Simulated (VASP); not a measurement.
# SnTe (Pm-3m) in VASP: further runs

Aim: see how the results for SnTe move with the level of theory and the settings. Levels: PBE, HF, HSE06. Tasks: relaxation of cell and atoms, single point.

Everything below comes from runs of VASP 6.6.1. Logs are shortened: lines on timing, memory, paths and dates and some standing lists are left out, and cuts for length are marked.

## Step 1: The cell of the first run

The structure is cubic, space group Pm-3m (No. 221). The conventional cell has a = 3.905 Å, b = 3.905 Å, c = 3.905 Å, α = 90.00°, β = 90.00°, γ = 90.00°. Te (site symmetry m-3m) has 8 Sn at 3.38 Å and 6 Te at 3.90 Å within 4.4 Å. Within 4.4 Å of Sn (site symmetry m-3m) lie 8 Te at 3.38 Å and 6 Sn at 3.90 Å.

## Step 2: Relaxation of cell and atoms, PBE

INCAR reads:

```
SYSTEM = SnTe
PREC     = Accurate       ! precision mode
ENCUT    = 600            ! plane-wave cutoff, eV
EDIFF    = 1E-6           ! SCF threshold, eV
ISMEAR   = -1             ! smearing method
SIGMA    = 0.05           ! smearing width, eV
LREAL    = .False.        ! projectors in reciprocal space
LASPH    = .True.         ! aspherical terms in the spheres
NELM     = 100            ! most SCF steps
ALGO     = Normal         ! electronic algorithm
ISIF     = 3              ! what is computed and relaxed
LWAVE    = .False.        ! write WAVECAR
LCHARG   = .False.        ! write CHGCAR
GGA      = PE             ! functional
IBRION   = 2              ! ionic algorithm
NSW      = 60             ! ionic steps
EDIFFG   = -0.01          ! ionic threshold
```

KPOINTS reads:

```
Automatic mesh
0
Gamma
  7 7 7
  0 0 0
```

POSCAR reads:

```
SnTe
1.0
    3.9047000000      0.0000000000      0.0000000000
    0.0000000000      3.9047000000      0.0000000000
    0.0000000000      0.0000000000      3.9047000000
Te Sn
1 1
Direct
    0.5000000000      0.5000000000      0.5000000000
    0.0000000000      0.0000000000      0.0000000000
```

Potentials or basis: VASP PAW PBE potentials, release 64 (Te, Sn_d).

The run is started by

```
> cat potpaw_PBE.64/Te/POTCAR potpaw_PBE.64/Sn_d/POTCAR > POTCAR
> mpirun -np 1 vasp_std > vasp.out
```

OUTCAR:

```text
SYSTEM = SnTe
   PREC = Accurate
   ENCUT = 600
   EDIFF = 1E-6
   ISMEAR = -1
   LREAL = .False.
   LASPH = .True.
   NELM = 100
   ISIF = 3
   GGA = PE
   IBRION = 2
   NSW = 60
   EDIFFG = -0.01

 ion  position               nearest neighbor table
   1  0.500  0.500  0.500-   2 3.38   2 3.38   2 3.38   2 3.38   2 3.38   2 3.38   2 3.38   2 3.38

   2  0.000  0.000  0.000-   1 3.38   1 3.38   1 3.38   1 3.38   1 3.38   1 3.38   1 3.38   1 3.38

  LATTYP: Found a simple cubic cell.
 ALAT       =     3.9047000000

  Lattice vectors:

 A1 = (   3.9047000000,   0.0000000000,   0.0000000000)
 A2 = (   0.0000000000,   3.9047000000,   0.0000000000)
 A3 = (   0.0000000000,   0.0000000000,   3.9047000000)

Analysis of symmetry for initial positions (statically):
=====================================================================
 Subroutine PRICEL returns:
 Original cell was already a primitive cell.

 Routine SETGRP: Setting up the symmetry group for a
 simple cubic supercell.

 Subroutine GETGRP returns: Found 48 space group operations
 (whereof 48 operations were pure point group operations)
 out of a pool of 48 trial point group operations.

The static configuration has the point symmetry O_h .

Analysis of symmetry for dynamics (positions and initial velocities):
=====================================================================
 Subroutine PRICEL returns:
 Original cell was already a primitive cell.

 Routine SETGRP: Setting up the symmetry group for a
 simple cubic supercell.

 Subroutine GETGRP returns: Found 48 space group operations
 (whereof 48 operations were pure point group operations)
 out of a pool of 48 trial point group operations.

The dynamic configuration has the point symmetry O_h .

 Subroutine INISYM returns: Found 48 space group operations
 (whereof 48 operations are pure point group operations),
 and found     1 'primitive' translations

----------------------------------------------------------------------------------------

                                     Primitive cell

  volume of cell :      59.5337

  direct lattice vectors                    reciprocal lattice vectors
     3.904700000  0.000000000  0.000000000     0.256101621  0.000000000  0.000000000
     0.000000000  3.904700000  0.000000000     0.000000000  0.256101621  0.000000000
     0.000000000  0.000000000  3.904700000     0.000000000  0.000000000  0.256101621

  length of vectors
     3.904700000  3.904700000  3.904700000     0.256101621  0.256101621  0.256101621

  position of ions in fractional coordinates (direct lattice)
     0.500000000  0.500000000  0.500000000
     0.000000000  0.000000000  0.000000000

  ion indices of the primitive-cell ions
   primitive index   ion index
                 1           1
                 2           2

----------------------------------------------------------------------------------------

 KPOINTS: Automatic mesh

Automatic generation of k-mesh.
 Grid dimensions read from file:
 generate k-points for:    7    7    7

 Generating k-lattice:

  Cartesian coordinates                     Fractional coordinates (reciprocal lattice)
     0.036585946  0.000000000  0.000000000     0.142857143  0.000000000  0.000000000
     0.000000000  0.036585946  0.000000000     0.000000000  0.142857143  0.000000000
     0.000000000  0.000000000  0.036585946     0.000000000  0.000000000  0.142857143

  Length of vectors
     0.036585946  0.036585946  0.036585946

  Shift w.r.t. Gamma in fractional coordinates (k-lattice)
     0.000000000  0.000000000  0.000000000

 Subroutine IBZKPT returns following result:
 ===========================================

 Found     20 irreducible k-points:

 Following reciprocal coordinates:
            Coordinates               Weight
  0.000000  0.000000  0.000000      1.000000
  0.142857  0.000000  0.000000      6.000000
  0.285714  0.000000  0.000000      6.000000
  0.428571  0.000000  0.000000      6.000000
  0.142857  0.142857  0.000000     12.000000
  0.285714  0.142857  0.000000     24.000000
[... 12 lines left out ...]
  0.428571  0.428571  0.285714     24.000000
  0.428571  0.428571  0.428571      8.000000
   k-points           NKPTS =     20   k-points in BZ     NKDIM =     20   number of bands    NBANDS=     14
   number of dos      NEDOS =    301   number of ions     NIONS =      2
   total plane-waves  NPLWV =  32768
   dimension x,y,z NGX =    32 NGY =   32 NGZ =   32
   dimension x,y,z NGXF=    64 NGYF=   64 NGZF=   64
   ions per type =               1   1
   NGX,Y,Z   is equivalent  to a cutoff of  13.62, 13.62, 13.62 a.u.
   NGXF,Y,Z  is equivalent  to a cutoff of  27.25, 27.25, 27.25 a.u.
 SYSTEM =  SnTe
   PREC   = accura    normal or accurate (medium, high low for compatibility)
   ISTART =      0    job   : 0-new  1-cont  2-samecut
   ICHARG =      2    charge: 1-file 2-atom 10-const
   ISPIN  =      1    spin polarized calculation?
   LNONCOLLINEAR =      F non collinear calculations
   LSORBIT =      F    spin-orbit coupling
   LASPH  =      T    aspherical Exc in radial PAW
   ENCUT  =  600.0 eV  44.10 Ry    6.64 a.u.   7.80  7.80  7.80*2*pi/ulx,y,z
   NELM   =    100;   NELMIN=  2; NELMDL= -5     # of ELM steps
   EDIFF  = 0.1E-05   stopping-criterion for ELM
   LREAL  =      F    real-space projection
   EDIFFG = -.1E-01   stopping-criterion for IOM
   NSW    =     60    number of steps for IOM
   IBRION =      2    ionic relax: 0-MD 1-quasi-New 2-CG
   NFREE  =      1    steps in history (QN), initial steepest desc. (CG)
   ISIF   =      3    stress and relaxation
   ISYM   =      2    0-nonsym 1-usesym 2-fastsym
   POTIM  = 0.5000    time-step for ionic-motion
   TEBEG  =    0.0;   TEEND  =   0.0 temperature during run
   PSTRESS=    0.0 pullay stress
   NELECT =      20.0000    total number of electrons
   NUPDOWN=      -1.0000    fix difference up-down
   EMIN   =  10.00;   EMAX   =-10.00  energy-range for DOS
   EFERMI =   0.00;   METHOD = LEGACY
   ISMEAR =    -1;   SIGMA  =   0.05  broadening in eV -4-tet -1-fermi 0-gaus
   EFERMI_NEDOS =   21; number of points for ismear=-14 and -15
   IALGO  =     38    algorithm
   IMIX   =      4    mixing-type and parameters
     AMIX     =   0.40;   BMIX     =  1.00
     AMIX_MAG =   1.60;   BMIX_MAG =  1.00
  volume/ion in A,a.u.               =      29.77       200.88
  Fermi-wavevector in a.u.,A,eV,Ry     =   1.138057  2.150615 17.621893  1.295173
  Thomas-Fermi vector in A             =   2.274761
   LORBIT       =      0    0 simple, 1 ext, 2 COOP (PROOUT), +10 PAW based schemes
   GGA     = PE    functional components
   LHFCALC =     F    Hartree Fock is set to
   AEXX    =    0.0000 exact exchange contribution
   IVDW    =     0    specifies the selected vdW correction
   LEPSILON=     F    determine dielectric tensor
   LRPA    =     F    only Hartree local field effects (RPA)
 conjugate gradient relaxation of ions
 non-spin polarized calculation
  energy-cutoff  :      600.00
  volume of cell :       59.53
 maximum number of plane-waves:      2001
 NGX is ok and might be reduce to    32
   NGX = 15   NGY = 15   NGZ = 15

--------------------------------------- Ionic step        1  -------------------------------------------

 number of electron      19.9999995 magnetization

 Free energy of the ion-electron system (eV)
  ---------------------------------------------------
  ext. energy  EPLUGINS =         0.00000000
  ---------------------------------------------------
  free energy    TOTEN  =        -7.08019740 eV

  energy without entropy =       -7.06068858  energy(sigma->0) =       -7.07044299

 E-fermi :   6.9973     XC(G=0):  -9.8812

 val. band max:        6.9868020547   @ k =   0.4286   0.2857   0.0000
 cond. band min:       7.0118071512   @ k =   0.4286   0.4286   0.4286
 fundamental gap:      0.0250050964
 Fermi energy:         6.9972792666

 k-point     1 :       0.0000    0.0000    0.0000
  band No.  band energies     occupation
      1     -14.5531      2.00000
      2     -14.5531      2.00000
      3     -14.5162      2.00000
      4     -14.5162      2.00000
      5     -14.5162      2.00000
      6      -5.2950      2.00000
      7       1.7278      2.00000
      8       5.2987      2.00000
      9       5.2987      2.00000
     10       5.2987      2.00000
     11      10.6251      0.00000
     12      10.6251      0.00000
     13      12.3888      0.00000
     14      12.3888      0.00000

 k-point     2 :       0.1429    0.0000    0.0000
  band No.  band energies     occupation
      1     -14.5528      2.00000
      2     -14.5470      2.00000
      3     -14.5182      2.00000
      4     -14.5182      2.00000
      5     -14.5160      2.00000
      6      -5.1383      2.00000
      7       1.2111      2.00000
      8       5.2936      2.00000
      9       5.4827      2.00000
     10       5.4827      2.00000
[... 366 lines left out ...]
 POSITION                                       TOTAL-FORCE (eV/Angst)
 -----------------------------------------------------------------------------------
      1.93361      1.93361      1.93361        -0.000000      0.000000      0.000000
      0.00000      0.00000      0.00000         0.000000     -0.000000      0.000000
 -----------------------------------------------------------------------------------
    total drift:                                0.000000      0.000000      0.000000

  FREE ENERGIE OF THE ION-ELECTRON SYSTEM (eV)
  ---------------------------------------------------
  free  energy   TOTEN  =        -7.0863592969 eV

  energy  without entropy=       -7.0693585768  energy(sigma->0) =       -7.07785894

--------------------------------------- Ionic step        3  -------------------------------------------

 number of electron      20.0000005 magnetization

 Free energy of the ion-electron system (eV)
  ---------------------------------------------------
  ext. energy  EPLUGINS =         0.00000000
  ---------------------------------------------------
  free energy    TOTEN  =        -7.08636531 eV

  energy without entropy =       -7.06962159  energy(sigma->0) =       -7.07799345

 E-fermi :   7.3727     XC(G=0): -10.0269

 val. band max:        7.3632700985   @ k =   0.4286   0.2857   0.0000
 cond. band min:       7.5593957818   @ k =   0.2857   0.1429   0.1429
 fundamental gap:      0.1961256833
 Fermi energy:         7.3727090095

 k-point     1 :       0.0000    0.0000    0.0000
  band No.  band energies     occupation
      1     -14.1433      2.00000
      2     -14.1433      2.00000
      3     -14.1027      2.00000
      4     -14.1027      2.00000
      5     -14.1027      2.00000
      6      -5.1331      2.00000
      7       2.2156      2.00000
      8       5.6044      2.00000
      9       5.6044      2.00000
     10       5.6044      2.00000
     11      10.9410      0.00000
     12      10.9410      0.00000
     13      12.9891      0.00000
     14      12.9891      0.00000

 k-point     2 :       0.1429    0.0000    0.0000
  band No.  band energies     occupation
      1     -14.1430      2.00000
      2     -14.1364      2.00000
      3     -14.1050      2.00000
      4     -14.1050      2.00000
      5     -14.1025      2.00000
      6      -4.9690      2.00000
      7       1.6340      2.00000
      8       5.6338      2.00000
      9       5.7952      2.00000
     10       5.7952      2.00000
[... 330 lines left out ...]
 POSITION                                       TOTAL-FORCE (eV/Angst)
 -----------------------------------------------------------------------------------
      1.93194      1.93194      1.93194         0.000000      0.000000      0.000000
      0.00000      0.00000      0.00000        -0.000000     -0.000000      0.000000
 -----------------------------------------------------------------------------------
    total drift:                                0.000000      0.000000      0.000000

  FREE ENERGIE OF THE ION-ELECTRON SYSTEM (eV)
  ---------------------------------------------------
  free  energy   TOTEN  =        -7.0863653145 eV

  energy  without entropy=       -7.0696215853  energy(sigma->0) =       -7.07799345

 reached required accuracy - stopping structural energy minimisation
```

Wall time 84 s (1 thread of Intel Xeon 8259CL, shared host); peak memory 0.2 GiB.

What came out:

```yaml
Free_energy: -7.0864 eV
Relaxed_volume: 28.84 Å³/atom
Relaxed_cell: a = 3.864 Å, b = 3.864 Å, c = 3.864 Å, α = 90.00°, β = 90.00°, γ = 90.00°
Space_group_after_relaxing_to_0.05_Å: Pm-3m (No. 221)
Energy_gained_by_relaxing: 3.1 meV/atom
Ionic_steps: 3
Pressure_after_relaxing: 0.0 GPa
Band_gap_on_the_k_mesh: zero (band 10 reaches 7.65 eV, above the bottom of band 11 at 6.48 eV)
```

The path:
```csv
step,energy change (eV),largest force (eV/Å),pressure (GPa),volume (Å³)
1,0.0000,0.0000,-1.07,59.53
2,-0.0062,0.0000,-0.09,57.84
3,-0.0062,0.0000,0.03,57.69
```

Final structure:
```xyz
2
Lattice="3.8639 0.0000 0.0000 0.0000 3.8639 0.0000 0.0000 0.0000 3.8639" Properties=species:S:1:pos:R:3 pbc="T T T"
Te    1.9319    1.9319    1.9319
Sn    0.0000    0.0000    0.0000
```

Levels at points of the mesh, in eV from the Fermi level:
```
           k point  band 8  band 9  band 10  band 11  band 12  band 13
(0.00, 0.00, 0.00)   -1.77   -1.77    -1.77     3.57     3.57     5.62
```

Caveat: spin-orbit coupling is left out, which moves the levels of the heavy elements.

## Step 3: Single point, PBE, non-collinear spin, zero start, spin-orbit coupling

INCAR reads:

```
  ALGO = Normal
  EDIFF = 1E-6
  ENCUT = 520
  GGA = PE
  GGA_COMPAT = False
  ISIF = 2
  ISMEAR = -1
  LASPH = True
  LCHARG = True
  LORBIT = 11
  LORBMOM = True
  LREAL = False
  LSORBIT = True
  LVHAR = True
  LWAVE = False
  MAGMOM = 0 0 0 0 0 0
  NBANDS = 32
  NELM = 150
  PREC = Accurate
  SIGMA = 0.05
```

KPOINTS reads:

```
k-points
0
Gamma
  5 5 5
```

POSCAR is that of step 2.

Potentials or basis: VASP PAW PBE potentials, release 64 (Te, Sn_d).

The run is started by

```
> cat potpaw_PBE.64/Te/POTCAR potpaw_PBE.64/Sn_d/POTCAR > POTCAR
> mpirun -np 1 vasp_ncl > vasp.out
```

OUTCAR:

```text
EDIFF = 1E-6
   ENCUT = 520
   GGA = PE
   ISIF = 2
   ISMEAR = -1
   LASPH = True
   LORBIT = 11
   LREAL = False
   LSORBIT = True
   NELM = 150
   PREC = Accurate

 ion  position               nearest neighbor table
   1  0.500  0.500  0.500-   2 3.38   2 3.38   2 3.38   2 3.38   2 3.38   2 3.38   2 3.38   2 3.38

   2  0.000  0.000  0.000-   1 3.38   1 3.38   1 3.38   1 3.38   1 3.38   1 3.38   1 3.38   1 3.38

  LATTYP: Found a simple cubic cell.
 ALAT       =     3.9047000000

  Lattice vectors:

 A1 = (   3.9047000000,   0.0000000000,   0.0000000000)
 A2 = (   0.0000000000,   3.9047000000,   0.0000000000)
 A3 = (   0.0000000000,   0.0000000000,   3.9047000000)
[... 625 lines left out ...]
    -0.0049051    -0.0012263     0.0000000    -0.0012263     0.0000000
 l=   3
     0.0000000     0.0000000     0.0000000     0.0000000     0.0000000     0.0000000     0.0000000
     0.0000000     0.0000000     0.0000000     0.0000000     0.0000000     0.0000000     0.0000000
     0.0000000     0.0000000     0.0000000     0.0000000     0.0000000     0.0000000     0.0000000
     0.0000000     0.0000000     0.0000000     0.0000000     0.0000000     0.0000000     0.0000000
     0.0000000     0.0000000     0.0000000     0.0000000     0.0000000     0.0000000     0.0000000
     0.0000000     0.0000000     0.0000000     0.0000000     0.0000000     0.0000000     0.0000000
     0.0000000     0.0000000     0.0000000     0.0000000     0.0000000     0.0000000     0.0000000

 total charge

# of ion       s       p       d       tot
------------------------------------------
    1        1.405   1.894   0.029   3.329
    2        1.363   0.678   9.972  12.012
--------------------------------------------------
tot          2.768   2.572  10.001  15.341

 magnetization (x)

# of ion       s       p       d       tot
------------------------------------------
    1       -0.000  -0.000   0.000  -0.000
    2       -0.000   0.000  -0.000  -0.000
--------------------------------------------------
tot         -0.000   0.000  -0.000  -0.000

 magnetization (y)

# of ion       s       p       d       tot
------------------------------------------
    1       -0.000   0.000   0.000   0.000
    2        0.000   0.000   0.000   0.000
--------------------------------------------------
tot          0.000   0.000   0.000   0.000

 magnetization (z)

# of ion       s       p       d       tot
------------------------------------------
    1        0.000   0.000  -0.000   0.000
    2       -0.000   0.000   0.000  -0.000
--------------------------------------------------
tot         -0.000   0.000   0.000  -0.000
```

Wall time 2 min (1 thread of Intel Xeon 8259CL, shared host); peak memory 0.28 GiB.

Results:

| Quantity | Value |
| --- | --- |
| Free energy | -7.2445 eV |
| Pressure | -0.4 GPa |
| Net moment | 0.00 μB per cell |
| Valence electrons inside the program's atomic spheres | Te 3.33; Sn 12.01 |

Moments on the atoms (μB; x, y, z):
```
Te  0.00 0.00 0.00
Sn  0.00 0.00 0.00
```

(Part 1 of 2 ends here.)
